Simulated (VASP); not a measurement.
KRe3:

```
K Re
1.0
     4.27821    0.00000    0.00000
     0.00000    4.27821    0.00000
     0.00000    0.00000    5.60307
K Re
1 3
Direct
  0.00000 0.00000 0.50000
  0.50000 0.50000 0.30973
  0.50000 0.50000 0.69027
  0.00000 0.00000 0.00000
```

The cell was generated, and may not be a known phase.

- Program: VASP 6.6.1
- Task: relaxation of cell and atoms
- Functional: PBE
- Potentials or basis: VASP PAW PBE potentials, release 64 (K_sv, Re)
- Cutoff: 600 eV
- k mesh: 4 × 4 × 4
- Occupations: gaussian, width 0.1 eV
- Spin: no spin polarisation

At the start: pressure -11.6 GPa; volume 25.64 Å³/atom.

How do energy, volume and symmetry change on relaxing?

Over 44 steps the energy falls by 2171.5 meV/atom and the volume is 21.21 Å³/atom (-17.3 %); space group P4/mmm (No. 123, to 0.1 Å) before and after.

The path:
```csv
step,energy change (eV),largest force (eV/Å),pressure (GPa),volume (Å³)
1,0.0000,1.4537,-11.59,102.55
3,-1.5745,6.6815,8.87,73.69
5,-2.0700,2.0921,52.37,57.15
7,-2.5941,4.4677,30.20,61.60
9,-4.1960,0.8022,10.54,66.24
11,-5.2729,13.4386,24.97,83.14
13,-6.0547,6.6726,18.33,79.76
15,-7.3679,0.1368,-5.47,92.17
17,-7.4165,0.2455,-9.38,95.30
19,-8.1387,0.4806,-4.34,91.08
21,-8.6312,0.8667,-0.07,88.09
23,-8.6443,0.2175,-1.84,88.71
25,-8.6452,0.3633,-1.37,88.54
27,-8.6642,0.5361,1.87,85.42
29,-8.6776,0.1739,0.68,84.78
31,-8.6785,0.0558,0.37,84.58
33,-8.6808,0.0142,-0.48,85.15
35,-8.6820,0.0056,-0.53,85.27
37,-8.6818,0.2985,0.98,84.94
39,-8.6850,0.0875,-0.05,85.18
41,-8.6854,0.0458,-0.31,85.25
43,-8.6859,0.0810,0.10,84.90
44,-8.6861,0.0385,-0.06,84.85
```

Final structure:
```xyz
4
Lattice="3.1350 0.0000 0.0000 0.0000 3.1350 0.0000 0.0000 0.0000 8.6332" Properties=species:S:1:pos:R:3 pbc="T T T"
K     0.0000    3.1350    4.3166
Re    1.5675    1.5675    1.3731
Re    1.5675    1.5675    7.2601
Re    0.0000    0.0000    0.0000
```

Caveat: the k points lie up to 0.50 Å⁻¹ apart in the final cell, too coarse for converged energies and pressures of a metal; the volume moved by over 15 % at a fixed basis, so the end points are rough.
